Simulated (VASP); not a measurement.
Write the native input for VASP 6.6.1 that does the following.

| Quantity | Value |
| --- | --- |
| Task | relaxation of cell and atoms |
| Functional | PBE |
| Potentials or basis | VASP PAW PBE potentials, release 64 (Ge_d, As) |
| Cutoff | 600 eV |
| k mesh | 4 × 4 × 2 |
| Occupations | gaussian, width 0.1 eV |
| Spin | no spin polarisation |
| Dipole correction | no |
| Further INCAR settings | ALGO = Normal; EDIFF = 1e-06; IBRION = 2; EDIFFG = -0.04; NSW = 90; ISIF = 3 |

The structure of GeAs5 lies in POSCAR:

```
GeAs5
1.0
    4.5520128300      0.0000000000      0.0000000000
    0.0000000000      4.5520128300      0.0000000000
    0.0000000000      0.0000000000      7.9136557700
Ge As
1 5
Direct
    0.0000000000      0.0000000000      0.5000000000
    0.0000000000      0.5000000000      0.5000000000
    0.5000000000      0.0000000000      0.5000000000
    0.5000000000      0.5000000000      0.5000000000
    0.5000000000      0.5000000000      0.0000000000
    0.0000000000      0.0000000000      0.0000000000
```

The cell was built from a structure type or drawn by symmetry, and may not be a known phase.

These files were run (other wordings do the same):

INCAR

```
ALGO = Normal
EDIFF = 1E-6
EDIFFG = -0.04
ENCUT = 600
GGA = PE
IBRION = 2
ISIF = 3
ISMEAR = 0
LASPH = True
LCHARG = False
LREAL = False
LWAVE = False
NELM = 80
NSW = 90
PREC = Accurate
SIGMA = 0.1
```

KPOINTS

```
k-points
0
Gamma
  4 4 2
```

Potentials or basis: VASP PAW PBE potentials, release 64 (Ge_d, As).

Run with:

```console
$ cat potpaw_PBE.64/Ge_d/POTCAR potpaw_PBE.64/As/POTCAR > POTCAR
$ mpirun -np 1 vasp_std > vasp.out
```

It gave:

```yaml
Relaxed_volume: 23.09 Å³/atom
Relaxed_cell: a = 5.349 Å, b = 5.349 Å, c = 4.841 Å, α = 90.00°, β = 90.00°, γ = 90.00°
Space_group_after_relaxing_to_0.1_Å: P4/mmm (No. 123)
Energy_gained_by_relaxing: 644.9 meV/atom
Ionic_steps: 18
Pressure_after_relaxing: 0.0 GPa
Band_gap_on_the_k_mesh: zero (an odd number of electrons rules out a gap without spin polarisation)
```

Caveat: the k points lie up to 0.65 Å⁻¹ apart in the final cell, too coarse for converged energies and pressures of a metal; the volume moved by over 15 % at a fixed basis, so the end points are rough.

Run time: 23 min on 1 thread of Intel Xeon 8259CL (shared host), peak memory 0.32 GiB.
